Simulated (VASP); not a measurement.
Write the native input for VASP 6.6.1 that does the following.

```yaml
Task: single point
Functional: PBE
Potentials_or_basis: VASP PAW PBE potentials, release 64 (Bi_d, B, H)
Cutoff: 520 eV
k_mesh: 1 × 1 × 1
Occupations: gaussian, width 0.01 eV
Spin: non-collinear spin, zero start, spin-orbit coupling
Dipole_correction: no
Further_INCAR_settings: LREAL = Auto; ALGO = Normal; EDIFF = 1e-06; NBANDS = 62
```

The structure of BiB3H12 lies in POSCAR:

```
BiB3H12
1.0
   14.2200000000      0.0000000000      0.0000000000
    0.0000000000     14.4600000000      0.0000000000
    0.0000000000      0.0000000000     10.7700000000
Bi B H
1 3 12
Direct
    0.4623579500      0.5014785600      0.5727734400
    0.6302594900      0.5006362400      0.5062312000
    0.3791490900      0.6448941900      0.5062339800
    0.3776652600      0.3589066400      0.5062330500
    0.6832784800      0.5057358200      0.4178273000
    0.6461258800      0.4401390000      0.5823788300
    0.5602594900      0.4755525600      0.4356963800
    0.6170492300      0.5781908700      0.5509730700
    0.3481483800      0.6874986200      0.4178300800
    0.4244929700      0.6886549100      0.5823816200
    0.4362384000      0.5978208900      0.4356982400
    0.3174564000      0.5948658400      0.5509758600
    0.3556455700      0.3112033200      0.4178291600
    0.3164557000      0.3756431500      0.5823806900
    0.3905745400      0.4310636200      0.4356973100
    0.4525682100      0.3313796700      0.5509730700
```

The input as run:

INCAR

```
SYSTEM = BiB3H12
PREC = Accurate ; ENCUT = 520
EDIFF = 1E-6 ; ISMEAR = 0
SIGMA = 0.01 ; LREAL = Auto
LASPH = .TRUE. ; NELM = 150
ALGO = Normal ; ISIF = 2
LWAVE = .FALSE. ; LCHARG = .FALSE.
LNONCOLLINEAR = .TRUE. ; MAGMOM = 0 0 0 0 0 0 0 0 0 0 0 0 0 0 0 0 0 0 0 0 0 0 0 0 0 0 0 0 0 0 0 0 0 0 0 0 0 0 0 0 0 0 0 0 0 0 0 0
LORBIT = 11 ; LSORBIT = .TRUE.
GGA_COMPAT = .FALSE. ; LORBMOM = .TRUE.
GGA = PE ; NBANDS = 62
```

KPOINTS

```
Automatic mesh
0
G
  1 1 1
  0 0 0
```

Potentials or basis: VASP PAW PBE potentials, release 64 (Bi_d, B, H).

Run with:

```sh
$ cat potpaw_PBE.64/Bi_d/POTCAR potpaw_PBE.64/B/POTCAR potpaw_PBE.64/H/POTCAR > POTCAR
$ mpirun -np 1 vasp_ncl > vasp.out
```

It gave:

```yaml
Largest_force: 0.425 eV/Å
Net_moment: 0.00 μB per cell
Valence_electrons_inside_the_program's_atomic_spheres: Bi 12.66; B 2.06; H 0.60, 0.62, 0.58, 0.61 (each value once)
```

Run time: 19 min on 1 thread of Intel(R) Xeon(R) 6975P-C (Granite Rapids) (shared host), peak memory 4.9 GiB.
